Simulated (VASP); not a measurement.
# Hg3Pt (Pm-3m) in VASP: notebook

Aim: see how the results for Hg3Pt move with the level of theory and the settings. Levels: PBE, LDA. Tasks: single point.

Program: VASP 6.6.1. These are calculated values, not measurements. Logs are shortened: lines on timing, memory, paths and dates and some standing lists are left out, and cuts for length are marked.

### Step 1. The cell of the first run

The structure is cubic, space group Pm-3m (No. 221). Conventional cell: a = 4.344 Å, b = 4.344 Å, c = 4.344 Å, α = 90.00°, β = 90.00°, γ = 90.00°. Hg (site symmetry 4/mmm) has 8 Hg at 3.07 Å and 4 Pt at 3.07 Å within 4.0 Å. Pt (site symmetry m-3m) has 12 Hg at 3.07 Å within 4.0 Å.

### Step 2. Single point, PBE

Input file INCAR:

```
SYSTEM = Hg3Pt
  PREC = Accurate
  ENCUT = 520
  EDIFF = 1E-6
  ISMEAR = 1
  SIGMA = 0.1
  LREAL = .FALSE.
  LASPH = .TRUE.
  NELM = 80
  ALGO = Fast
  ISIF = 2
  LWAVE = .FALSE.
  LCHARG = .FALSE.
  GGA = PE
  NBANDS = 31
```

Input file KPOINTS:

```
regular mesh
0
G
  9 9 9
  0 0 0
```

Input file POSCAR:

```
Hg3Pt
1.0
    4.3442210000      0.0000000000      0.0000000000
    0.0000000000      4.3442210000      0.0000000000
    0.0000000000      0.0000000000      4.3442210000
Hg Pt
3 1
Direct
    0.5000000000      0.5000000000      0.0000000000
    0.5000000000      0.0000000000      0.5000000000
    0.0000000000      0.5000000000      0.5000000000
    0.0000000000      0.0000000000      0.0000000000
```

Potentials or basis: VASP PAW PBE potentials, release 64 (Hg, Pt).

The run is started by

```bash
> cat potpaw_PBE.64/Hg/POTCAR potpaw_PBE.64/Pt/POTCAR > POTCAR
> mpirun -np 1 vasp_std > vasp.out
```

OUTCAR:

```text
SYSTEM = Hg3Pt
   PREC = Accurate
   ENCUT = 520
   EDIFF = 1E-6
   ISMEAR = 1
   LREAL = .FALSE.
   LASPH = .TRUE.
   NELM = 80
   ISIF = 2
   GGA = PE

 ion  position               nearest neighbor table
   1  0.500  0.500  0.000-   2 3.07   3 3.07   4 3.07   2 3.07   3 3.07   2 3.07   4 3.07   2 3.07
                             3 3.07   4 3.07   3 3.07   4 3.07
   2  0.500  0.000  0.500-   1 3.07   3 3.07   4 3.07   1 3.07   4 3.07   1 3.07   3 3.07   1 3.07
                             3 3.07   4 3.07   4 3.07   3 3.07
   3  0.000  0.500  0.500-   1 3.07   2 3.07   4 3.07   1 3.07   4 3.07   2 3.07   4 3.07   4 3.07
                             1 3.07   2 3.07   1 3.07   2 3.07
   4  0.000  0.000  0.000-   1 3.07   2 3.07   3 3.07   2 3.07   3 3.07   1 3.07   3 3.07   3 3.07
                             1 3.07   2 3.07   2 3.07   1 3.07

  LATTYP: Found a simple cubic cell.
 ALAT       =     4.3442210000

  Lattice vectors:

 A1 = (   4.3442210000,   0.0000000000,   0.0000000000)
 A2 = (   0.0000000000,   4.3442210000,   0.0000000000)
 A3 = (   0.0000000000,   0.0000000000,   4.3442210000)

Analysis of symmetry for initial positions (statically):
=====================================================================
 Subroutine PRICEL returns:
 Original cell was already a primitive cell.

 Routine SETGRP: Setting up the symmetry group for a
 simple cubic supercell.

 Subroutine GETGRP returns: Found 48 space group operations
[... 9 lines left out ...]

 Routine SETGRP: Setting up the symmetry group for a
 simple cubic supercell.

 Subroutine GETGRP returns: Found 48 space group operations
[... 11 lines left out ...]
                                     Primitive cell

  volume of cell :      81.9853

  direct lattice vectors                    reciprocal lattice vectors
     4.344221000  0.000000000  0.000000000     0.230190867  0.000000000  0.000000000
     0.000000000  4.344221000  0.000000000     0.000000000  0.230190867  0.000000000
     0.000000000  0.000000000  4.344221000     0.000000000  0.000000000  0.230190867

  length of vectors
     4.344221000  4.344221000  4.344221000     0.230190867  0.230190867  0.230190867

  position of ions in fractional coordinates (direct lattice)
     0.500000000  0.500000000  0.000000000
     0.500000000  0.000000000  0.500000000
     0.000000000  0.500000000  0.500000000
     0.000000000  0.000000000  0.000000000

  ion indices of the primitive-cell ions
   primitive index   ion index
                 1           1
                 2           2
                 3           3
                 4           4

----------------------------------------------------------------------------------------
[... 67 lines left out ...]
   LASPH  =      T    aspherical Exc in radial PAW
   ENCUT  =  520.0 eV  38.22 Ry    6.18 a.u.   8.08  8.08  8.08*2*pi/ulx,y,z
   NELM   =     80;   NELMIN=  2; NELMDL= -5     # of ELM steps
   EDIFF  = 0.1E-05   stopping-criterion for ELM
   LREAL  =      F    real-space projection
   EDIFFG = 0.1E-04   stopping-criterion for IOM
   NSW    =      0    number of steps for IOM
   IBRION =     -1    ionic relax: 0-MD 1-quasi-New 2-CG
   NFREE  =      0    steps in history (QN), initial steepest desc. (CG)
   ISIF   =      2    stress and relaxation
   ISYM   =      2    0-nonsym 1-usesym 2-fastsym
   POTIM  = 0.5000    time-step for ionic-motion
   TEBEG  =    0.0;   TEEND  =   0.0 temperature during run
   PSTRESS=    0.0 pullay stress
   NELECT =      46.0000    total number of electrons
   NUPDOWN=      -1.0000    fix difference up-down
   EMIN   =  10.00;   EMAX   =-10.00  energy-range for DOS
   EFERMI =   0.00;   METHOD = LEGACY
   ISMEAR =     1;   SIGMA  =   0.10  broadening in eV -4-tet -1-fermi 0-gaus
   EFERMI_NEDOS =   21; number of points for ismear=-14 and -15
   IALGO  =     68    algorithm
   IMIX   =      4    mixing-type and parameters
     AMIX     =   0.40;   BMIX     =  1.00
     AMIX_MAG =   1.60;   BMIX_MAG =  1.00
  volume/ion in A,a.u.               =      20.50       138.32
  Fermi-wavevector in a.u.,A,eV,Ry     =   1.350254  2.551610 24.805956  1.823186
  Thomas-Fermi vector in A             =   2.477774
   LORBIT       =      0    0 simple, 1 ext, 2 COOP (PROOUT), +10 PAW based schemes
   GGA     = PE    functional components
   LHFCALC =     F    Hartree Fock is set to
   AEXX    =    0.0000 exact exchange contribution
   IVDW    =     0    specifies the selected vdW correction
   LEPSILON=     F    determine dielectric tensor
   LRPA    =     F    only Hartree local field effects (RPA)
 non-spin polarized calculation
 RMM-DIIS sequential band-by-band and
 Methfessel and Paxton  Order N= 1 SIGMA  =   0.10
  energy-cutoff  :      520.00
  volume of cell :       81.99
 maximum number of plane-waves:      2242
   NGX = 17   NGY = 17   NGZ = 17

 number of electron      45.9999994 magnetization

 Free energy of the ion-electron system (eV)
  ---------------------------------------------------
  ext. energy  EPLUGINS =         0.00000000
  ---------------------------------------------------
  free energy    TOTEN  =        -5.75454215 eV

  energy without entropy =       -5.75354407  energy(sigma->0) =       -5.75420946

 E-fermi :   4.7208     XC(G=0): -11.6779

 val. band max:        4.7016059162   @ k =   0.2222   0.1111   0.0000
 cond. band min:       4.7368462033   @ k =   0.3333   0.2222   0.2222
 fundamental gap:      0.0352402872
 Fermi energy:         4.7207758792

 k-point     1 :       0.0000    0.0000    0.0000
  band No.  band energies     occupation
      1      -5.1324      2.00000
      2      -3.9895      2.00000
      3      -3.7242      2.00000
      4      -3.7242      2.00000
      5      -3.7242      2.00000
      6      -3.4693      2.00000
[... 805 lines left out ...]
     30      12.5114      0.00000
     31      14.2789      0.00000

 [... further k-points ...]
[... 5 lines left out ...]
  --------------------------------------------------------------------------------------
  -------------------------------------------------------------------------------------
  Total       -0.3087128     -0.3087128     -0.3087128     -0.0000000      0.0000000      0.0000000
  in kB       -6.0329468     -6.0329468     -6.0329468     -0.0000000      0.0000000      0.0000000
  external PRESSURE =      -6.0329468 kB  Pullay stress =       0.0000000 kB

 VOLUME and BASIS-vectors are now :
 -----------------------------------------------------------------------------
  energy-cutoff  :      520.00
  volume of cell :       81.99
      direct lattice vectors                 reciprocal lattice vectors
     4.344221000  0.000000000  0.000000000     0.230190867  0.000000000  0.000000000
     0.000000000  4.344221000  0.000000000     0.000000000  0.230190867  0.000000000
     0.000000000  0.000000000  4.344221000     0.000000000  0.000000000  0.230190867

 POSITION                                       TOTAL-FORCE (eV/Angst)
 -----------------------------------------------------------------------------------
      2.17211      2.17211      0.00000         0.000000      0.000000      0.000000
      2.17211      0.00000      2.17211         0.000000      0.000000      0.000000
      0.00000      2.17211      2.17211         0.000000      0.000000      0.000000
      0.00000      0.00000      0.00000         0.000000      0.000000      0.000000
 -----------------------------------------------------------------------------------
    total drift:                                0.000000     -0.000000     -0.000000

  FREE ENERGIE OF THE ION-ELECTRON SYSTEM (eV)
  ---------------------------------------------------
  free  energy   TOTEN  =        -5.7545421497 eV

  energy  without entropy=       -5.7535440732  energy(sigma->0) =       -5.75420946
```

OSZICAR:

```text
N       E                     dE             d eps       ncg     rms          rms(c)
DAV:   1     0.374738706415E+03    0.37474E+03   -0.23246E+04  2178   0.145E+03
DAV:   2     0.518987886390E+01   -0.36955E+03   -0.34905E+03  2310   0.378E+02
DAV:   3    -0.625743734762E+01   -0.11447E+02   -0.11313E+02  2499   0.727E+01
DAV:   4    -0.631693552223E+01   -0.59498E-01   -0.59483E-01  2359   0.465E+00
DAV:   5    -0.631735921167E+01   -0.42369E-03   -0.42369E-03  2506   0.446E-01    0.109E+01
RMM:   6    -0.584950915198E+01    0.46785E+00   -0.11344E+00  2178   0.642E+00    0.934E+00
RMM:   7    -0.577845727052E+01    0.71052E-01   -0.25880E-01  2236   0.247E+00    0.503E+00
RMM:   8    -0.575619390548E+01    0.22263E-01   -0.59498E-02  2313   0.135E+00    0.113E+00
RMM:   9    -0.575456496086E+01    0.16289E-02   -0.10340E-02  2309   0.871E-01    0.193E-01
RMM:  10    -0.575451283589E+01    0.52125E-04   -0.46208E-04  2359   0.142E-01    0.148E-01
RMM:  11    -0.575454324874E+01   -0.30413E-04   -0.94604E-05  2382   0.784E-02    0.370E-02
RMM:  12    -0.575454198382E+01    0.12649E-05   -0.15710E-05  2399   0.273E-02    0.828E-03
RMM:  13    -0.575454214968E+01   -0.16587E-06   -0.33465E-06  1761   0.133E-02
   1 F= -.57545421E+01 E0= -.57542095E+01  d E =-.998076E-03
```

It took 73 s on 1 thread of AMD EPYC 7R13 (Zen 3), shared host; peak memory 0.19 GiB.

What came out:

```yaml
Free_energy: -5.7545 eV
Pressure: -0.6 GPa
Band_gap_on_the_k_mesh: zero (band 23 reaches 5.89 eV, above the bottom of band 24 at 3.52 eV)
```

Levels at points of the mesh, in eV from the Fermi level:
```
           k point  band 20  band 21  band 22  band 23  band 24  band 25  band 26  band 27
(0.00, 0.00, 0.00)    -1.56    -1.56    -0.14    -0.14    -0.14     2.02     2.02     3.16
```

Caveat: spin-orbit coupling is left out, which moves the levels of the heavy elements.

### Step 3. Single point, PBE

Input file INCAR:

```
PREC = Accurate
ENCUT = 520
EDIFF = 1E-6
ISMEAR = 1
SIGMA = 0.1
LREAL = False
LASPH = True
NELM = 60
ALGO = Fast
ISIF = 2
LWAVE = False
LCHARG = False
GGA = PE
NBANDS = 31
```

Input file KPOINTS:

```
Automatic mesh
0
Gamma
  10 10 10
```

POSCAR is that of step 2.

Potentials or basis: VASP PAW PBE potentials, release 64 (Hg, Pt).

The run is started by

```bash
> cat potpaw_PBE.64/Hg/POTCAR potpaw_PBE.64/Pt/POTCAR > POTCAR
> mpirun -np 1 vasp_std > vasp.out
```

It used 68 s of CPU time on 1 thread of AMD EPYC 7R13 Processor (Zen 3) (shared host).

It converged, with:

```yaml
Free_energy: -5.7540 eV
Pressure: -0.8 GPa
Band_gap_on_the_k_mesh: zero (band 23 reaches 5.99 eV, above the bottom of band 24 at 3.18 eV)
```

Levels at points of the mesh, in eV from the Fermi level:
```tsv
k point	band 21	band 22	band 23	band 24	band 25	band 26
(0.00, 0.00, 0.00)	-1.54	-0.12	-0.12	-0.12	2.05	2.05
(0.50, 0.00, 0.00)	-1.96	-1.59	0.93	2.65	3.91	3.91
(0.50, 0.50, 0.00)	-2.41	-1.94	-1.11	-0.62	5.02	5.54
(0.50, 0.50, 0.50)	-1.62	-1.52	-1.52	-1.52	0.47	0.47
```

Caveat: spin-orbit coupling is left out, which moves the levels of the heavy elements.

### Step 4. Single point, LDA

Input file INCAR:

```
PREC = Accurate ; ENCUT = 500
EDIFF = 1E-6 ; ISMEAR = -1
SIGMA = 0.1 ; LREAL = False
LASPH = True ; NELM = 120
ALGO = Normal ; ISIF = 2
LWAVE = False ; LCHARG = False
NBANDS = 47 ; GGA_COMPAT = False
```

Input file KPOINTS:

```
Automatic mesh
0
Gamma
  5 5 5
```

POSCAR is that of step 3.

Potentials or basis: VASP PAW LDA potentials, release 64 (Hg_sv_GW, Pt_sv_GW).

The run is started by

```bash
> cat potpaw_LDA.64/Hg_sv_GW/POTCAR potpaw_LDA.64/Pt_sv_GW/POTCAR > POTCAR
> mpirun -np 1 vasp_std > vasp.out
```

Wall time 21 s (1 thread of Intel Xeon Platinum 8488C (Sapphire Rapids), shared host); peak memory 0.18 GiB.

The run converged. Its results:

- Free energy: -9.6691 eV
- Pressure: -12.0 GPa
- Band gap on the k mesh: zero (band 39 reaches 8.07 eV, above the bottom of band 40 at 6.13 eV)

Levels at points of the mesh, in eV from the Fermi level:
| k point | band 35 | band 36 | band 37 | band 38 | band 39 | band 40 | band 41 | band 42 | band 43 | band 44 |
| --- | --- | --- | --- | --- | --- | --- | --- | --- | --- | --- |
| (0.00, 0.00, 0.00) | -1.50 | -1.50 | -1.50 | -0.11 | -0.11 | -0.11 | 2.07 | 2.07 | 3.25 | 7.51 |

Caveat: spin-orbit coupling is left out, which moves the levels of the heavy elements.

### Step 5. Single point, LDA

Input file INCAR:

```
PREC = Accurate
ENCUT = 500
EDIFF = 1E-6
ISMEAR = -1
SIGMA = 0.1
LREAL = False
LASPH = True
NELM = 120
ALGO = Normal
ISIF = 2
LWAVE = False
LCHARG = False
GGA = CA
NBANDS = 47
GGA_COMPAT = False
```

Input file KPOINTS:

```
regular mesh
0
Gamma
  5 5 5
```

POSCAR is that of step 4.

The run is started by

```bash
> cat potpaw_LDA.64/Hg_sv_GW/POTCAR potpaw_LDA.64/Pt_sv_GW/POTCAR > POTCAR
> mpirun -np 1 vasp_std > vasp.out
```

Run time: 50 s. Hardware: 1 thread of AMD EPYC 7R43 (Zen 3), shared host; peak memory 0.14 GiB.

The run converged. Its results:

```
Free energy            : -9.6691 eV
Pressure               : -12.0 GPa
Band gap on the k mesh : zero (band 39 reaches 8.07 eV, above the bottom of band 40 at 6.13 eV)
```

Levels at points of the mesh, in eV from the Fermi level:
```tsv
k point	band 37	band 38	band 39	band 40	band 41	band 42
(0.00, 0.00, 0.00)	-1.50	-0.11	-0.11	-0.11	2.07	2.07
```

Caveat: spin-orbit coupling is left out, which moves the levels of the heavy elements.

### Step 6. The runs side by side

| level | potentials or basis | k mesh | cutoff (eV) | smearing | second run | gap on the mesh (eV) | pressure (GPa) |
| --- | --- | --- | --- | --- | --- | --- | --- |
| PBE | VASP PAW PBE potentials, release 64 (Hg, Pt) | 9 × 9 × 9 | 520 | methfessel-paxton 0.1 eV | - | none | -0.6 |
| PBE | VASP PAW PBE potentials, release 64 (Hg, Pt) | 10 × 10 × 10 | 520 | methfessel-paxton 0.1 eV | - | none | -0.8 |
| LDA | VASP PAW LDA potentials, release 64 (Hg_sv_GW, Pt_sv_GW) | 5 × 5 × 5 | 500 | fermi-dirac 0.1 eV | valence_matched | none | -12.0 |

Alike in all rows: task single point; no spin polarisation; cell as given.

Caveats: spin-orbit coupling is left out, which moves the levels of the heavy elements.

Absolute energies hang on the potentials; compare differences alone.
